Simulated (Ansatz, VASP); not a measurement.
## One calculation of La, two programs

```
La
1.0
     3.72171    0.00000    0.00000
    -1.86085    3.22309    0.00000
     0.00000    0.00000   11.94900
La
4
Direct
  0.00000 0.00000 0.00000
  0.00000 0.00000 0.50000
  0.33333 0.66667 0.75000
  0.66667 0.33333 0.25000
```

Alike in both runs: task single point; functional PBE; k mesh 13 × 13 × 4; occupations fermi-dirac, width 0.1 eV; no spin polarisation.

|  | VASP | Ansatz |
| --- | --- | --- |
| version | VASP 6.6.1 | Ansatz 0.2.0 |
| potentials or method | VASP PAW PBE potentials, release 64 (La), cutoff 520 eV | plane waves (420 eV) with PAW, scalar-relativistic |
| valence electrons in the cell | 44 | 44 |

Ansatz gave:

* pressure (GPa): 1.0
* traceless stress, the component that is largest in VASP (GPa): 0.06

Q: Estimate VASP's values.

A: Pressure (GPa): 1.1; traceless stress, the component that is largest in VASP (GPa): 0.05.

The functional is the same, so the differences come from potentials, cutoffs and numerics.

Neither program's run includes spin-orbit coupling.
